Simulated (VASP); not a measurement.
Input of a VASP 6.6.1 run:

The input INCAR:

```
ALGO = Normal
EDIFF = 1E-6
ENCUT = 500
GGA = PE
GGA_COMPAT = F
ISIF = 2
ISMEAR = 0
LASPH = T
LCHARG = F
LREAL = F
LWAVE = F
NBANDS = 23
NELM = 120
PREC = Accurate
SIGMA = 0.1
```

KPOINTS

```
k-points
0
Gamma
  4 4 4
```

File POSCAR:

```
CdS3
1.0
    0.0000000000      3.2984666254      3.2984666254
    3.2984666254      0.0000000000      3.2984666254
    3.2984666254      3.2984666254      0.0000000000
Cd S
1 3
Direct
    0.5000000000      0.5000000000      0.5000000000
    0.0000000000      0.0000000000      0.0000000000
    0.2500000000      0.2500000000      0.2500000000
    0.7500000000      0.7500000000      0.7500000000
```

Potentials or basis: VASP PAW PBE potentials, release 64 (Cd, S).

The run is started by

```sh
$ cat potpaw_PBE.64/Cd/POTCAR potpaw_PBE.64/S/POTCAR > POTCAR
$ mpirun -np 1 vasp_std > vasp.out
```

What does it give for the band gap on the k mesh?

Zero (band 15 reaches 5.43 eV, above the bottom of band 16 at 4.64 eV).

Predict the pressure.

0.2 GPa.

Caveat: the k points lie up to 0.41 Å⁻¹ apart.
